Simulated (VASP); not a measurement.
## ZnO: single point with PBE

Crystal: ZnO.

```xyz
4
Lattice="3.2353 0.0000 0.0000 -1.6177 2.8019 0.0000 0.0000 0.0000 5.4194" Properties=species:S:1:pos:R:3 pbc="T T T"
Zn    0.0000    1.8679    0.0108
Zn    1.6177    0.9340    2.7205
O     0.0000    1.8679    2.0214
O     1.6177    0.9340    4.7311
```

This cell differs from its parent crystal: uniaxial z strain +4.0%.

```
Program             : VASP 6.6.1
Task                : single point
Functional          : PBE
Potentials or basis : VASP PAW PBE potentials, release 64 (Zn, O)
Cutoff              : 520 eV
k mesh              : 12 × 12 × 6
Occupations         : fermi-dirac, width 0.02 eV
Spin                : no spin polarisation
```

The pressure is 1.3 GPa, the largest force is 0.029 eV/Å and the band gap on the k mesh is 0.67 eV.

Forces in eV/Å, atoms in the order of the input:
```
Zn   0.000  0.000  0.029
Zn   0.000  0.000  0.029
O    0.000  0.000 -0.029
O    0.000  0.000 -0.029
```

Stress tensor (GPa, compression positive):
```
 2.84  0.00  0.00
 0.00  2.84  0.00
 0.00  0.00 -1.78
```

Levels at points of the mesh, in eV from the valence-band top:
```tsv
k point	band 15	band 16	band 17	band 18	band 19	band 20	band 21	band 22
(0.00, 0.00, 0.00)	-0.73	-0.13	0.00	0.00	0.67	5.24	7.77	13.07
(0.50, 0.00, 0.00)	-2.78	-2.08	-1.34	-0.75	5.64	6.82	7.22	8.45
(0.00, 0.00, 0.50)	-0.36	-0.36	-0.36	-0.36	3.31	3.31	9.72	9.72
(0.50, 0.00, 0.50)	-1.47	-1.47	-1.38	-1.38	5.55	5.55	8.24	8.24
```

Run time: 110 s on 1 thread of Intel Xeon 8259CL, on a shared host, peak memory 0.22 GiB.

Caveat: the cell differs from its parent crystal (uniaxial z strain +4.0%); semilocal functionals underestimate gaps, and a narrow one can read as zero.
